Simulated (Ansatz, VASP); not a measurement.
**CuSb in VASP and in Ansatz**

Contents of POSCAR:

```
CuSb
1.0
    0.0000000000      2.7526570693      2.7526570693
    2.7526570693      0.0000000000      2.7526570693
    2.7526570693      2.7526570693      0.0000000000
Cu Sb
1 1
Direct
    0.5000000000      0.5000000000      0.5000000000
    0.0000000000      0.0000000000      0.0000000000
```

File INCAR.step1:

```
ALGO = Normal ; EDIFF = 1E-4
ENCUT = 520 ; GGA = PE
ISMEAR = 0 ; LASPH = T
LCHARG = F ; LREAL = F
LWAVE = T ; NBANDS = 15
NELM = 100 ; PREC = Accurate
SIGMA = 0.05
```

File INCAR.step2:

```
ALGO = Normal ; EDIFF = 1E-6
ENCUT = 520 ; ISIF = 2
ISMEAR = 0 ; ISTART = 1
LASPH = T ; LCHARG = F
LMIXTAU = T ; LREAL = F
LWAVE = F ; METAGGA = R2SCAN
NBANDS = 15 ; NELM = 100
PREC = Accurate ; SIGMA = 0.05
```

Contents of KPOINTS:

```
k-points
0
Gamma
  12 12 12
```

Input for Ansatz:

```yaml
crystal:
  lattice:
    - [0.0, 2.7526570693, 2.7526570693]
    - [2.7526570693, 0.0, 2.7526570693]
    - [2.7526570693, 2.7526570693, 0.0]
  atoms:
    - { symbol: Cu, position: [0.5, 0.5, 0.5] }
    - { symbol: Sb, position: [0.0, 0.0, 0.0] }
basis:
  ecutwfc: 500
  ecutrho_ratio: 4
kpoints:
  mp_grid: { grid: [12, 12, 12] }
hamiltonian:
  xc: r2scan
scf:
  occupations: { method: gaussian, width: 0.05 }
output:
  forces: true
  stress: true
  eigenvalues: true
```

Alike in both runs: task single point; functional r2SCAN; k mesh 12 × 12 × 12; occupations gaussian, width 0.05 eV; no spin polarisation.

|  | VASP | Ansatz |
| --- | --- | --- |
| version | VASP 6.6.1 | Ansatz 0.2.0 |
| potentials or method | VASP PAW PBE potentials, release 64 (Cu, Sb), cutoff 520 eV | scalar-relativistic, plane waves, PAW |
| valence electrons in the cell | 16 | 34 |

Ansatz gave:

```
gap on the k mesh at the Fermi level (eV) : none
pressure (GPa)                            : -5.0
```

Task: Which values does VASP return?

Result: gap on the k mesh at the Fermi level (eV): none; pressure (GPa): -4.9.

VASP's potentials were made for PBE, not for r2SCAN. A gap of «none» marks a metal or a gap that the smearing closes. VASP's potentials hold 16 valence electrons a cell and Ansatz's 34, so a difference there can come from the potentials and not from the codes.

Spin-orbit coupling is off throughout.
